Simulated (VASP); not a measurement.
Set up this calculation in VASP 6.6.1, as the native input.

* Task: single point
* Functional: PBE
* Potentials or basis: VASP PAW PBE potentials, release 64 (Hf_pv, N)
* Cutoff: 600 eV
* k mesh: 11 × 11 × 11
* Occupations: fermi-dirac, width 0.1 eV
* Spin: no spin polarisation
* Dipole correction: no
* Further INCAR settings: ALGO = Normal; EDIFF = 1e-06; NBANDS = 14

The structure of HfN lies in POSCAR:

```
HfN
1.0
    0.0000000000      2.3146234414      2.3146234414
    2.3146234414      0.0000000000      2.3146234414
    2.3146234414      2.3146234414      0.0000000000
Hf N
1 1
Direct
    0.0000000000      0.0000000000      0.0000000000
    0.5000000000      0.5000000000      0.5000000000
```

The input as run:

INCAR

```
SYSTEM = HfN
PREC     = Accurate       ! precision mode
ENCUT    = 600            ! plane-wave cutoff, eV
EDIFF    = 1E-6           ! SCF threshold, eV
ISMEAR   = -1             ! smearing method
SIGMA    = 0.1            ! smearing width, eV
LREAL    = .FALSE.        ! projectors in reciprocal space
LASPH    = .TRUE.         ! aspherical terms in the spheres
NELM     = 120            ! most SCF steps
ALGO     = Normal         ! electronic algorithm
ISIF     = 2              ! what is computed and relaxed
LWAVE    = .FALSE.        ! write WAVECAR
LCHARG   = .FALSE.        ! write CHGCAR
GGA      = PE             ! functional
NBANDS   = 14             ! bands
GGA_COMPAT= .FALSE.
```

KPOINTS

```
Automatic mesh
0
G
  11 11 11
  0 0 0
```

Potentials or basis: VASP PAW PBE potentials, release 64 (Hf_pv, N).

Launch:

```console
$ cat potpaw_PBE.64/Hf_pv/POTCAR potpaw_PBE.64/N/POTCAR > POTCAR
$ mpirun -np 1 vasp_std > vasp.out
```

It gave:

- Pressure: -14.6 GPa

It took 46 s on 1 thread of Intel Xeon 8259CL, on a shared host, peak memory 0.17 GiB.
